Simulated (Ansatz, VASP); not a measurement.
# Two plane-wave programs on HfO2

The input INCAR:

```
PREC = Accurate ; ENCUT = 600
EDIFF = 1E-6 ; ISMEAR = 0
SIGMA = 0.05 ; LREAL = False
LASPH = True ; NELM = 120
ALGO = Normal ; ISIF = 2
LWAVE = False ; LCHARG = False
GGA = PE ; NBANDS = 56
GGA_COMPAT = False
```

File KPOINTS:

```
regular mesh
0
Gamma
  6 6 3
```

POSCAR

```
HfO2
1.0
   -2.5575000000     -2.5575000000      0.0000000000
    2.5575000000     -2.5575000000      0.0000000000
   -1.0230000000     -1.0230000000     10.2300000000
Hf O
4 8
Direct
   -0.3750000000      0.0000000000      0.9375000000
    0.4250000000      0.5000000000      0.1875000000
   -0.1750000000      0.0000000000      0.4375000000
    0.2250000000      0.5000000000      0.6875000000
    0.4750000000      0.0000000000      0.0625000000
   -0.1250000000      0.5000000000      0.3125000000
    0.2750000000      0.0000000000      0.5625000000
   -0.3250000000      0.5000000000      0.8125000000
    0.3750000000      0.0000000000      0.3125000000
   -0.2250000000      0.5000000000      0.5625000000
    0.1750000000      0.0000000000      0.8125000000
   -0.0250000000      0.5000000000      0.0625000000
```

Input for Ansatz:

```yaml
crystal:
  lattice:
    - [-2.5575, -2.5575, 0.0]
    - [2.5575, -2.5575, 0.0]
    - [-1.023, -1.023, 10.23]
  atoms:
    - { symbol: Hf, position: [-0.375, 0.0, 0.9375] }
    - { symbol: Hf, position: [0.425, 0.5, 0.1875] }
    - { symbol: Hf, position: [-0.175, 0.0, 0.4375] }
    - { symbol: Hf, position: [0.225, 0.5, 0.6875] }
    - { symbol: O, position: [0.475, 0.0, 0.0625] }
    - { symbol: O, position: [-0.125, 0.5, 0.3125] }
    - { symbol: O, position: [0.275, 0.0, 0.5625] }
    - { symbol: O, position: [-0.325, 0.5, 0.8125] }
    - { symbol: O, position: [0.375, 0.0, 0.3125] }
    - { symbol: O, position: [-0.225, 0.5, 0.5625] }
    - { symbol: O, position: [0.175, 0.0, 0.8125] }
    - { symbol: O, position: [-0.025, 0.5, 0.0625] }
basis:
  ecutwfc: 420
kpoints:
  mp_grid: { grid: [6, 6, 3] }
hamiltonian:
  xc: pbe
scf:
  occupations: { method: gaussian, width: 0.05 }
output:
  forces: true
  stress: true
  eigenvalues: true
```

Alike in both runs: task single point; functional PBE; k mesh 6 × 6 × 3; occupations gaussian, width 0.05 eV; no spin polarisation.

```csv
,VASP,Ansatz
version,VASP 6.6.1,Ansatz 0.2.0
potentials or method,"VASP PAW PBE potentials, release 64 (Hf_pv, O), cutoff 600 eV","scalar-relativistic, plane waves, PAW"
valence electrons in the cell,88,152
```

Ansatz gave:

```
gap on the k mesh at the Fermi level (eV) : 2.01
least direct gap on the mesh (eV)         : 2.21
rms of the force components (eV/Å)        : 17.176
```

**Question.** Estimate VASP's values.

**Answer.** gap on the k mesh at the Fermi level (eV): 1.98; least direct gap on the mesh (eV): 2.18; rms of the force components (eV/Å): 18.829.

Atom by atom the forces differ by 1.655 eV/Å (rms over components). The functional is the same, so the differences come from potentials, cutoffs and numerics. VASP's potentials hold 88 valence electrons a cell and Ansatz's 152, so a difference there can come from the potentials and not from the codes.

Neither program's run includes spin-orbit coupling.
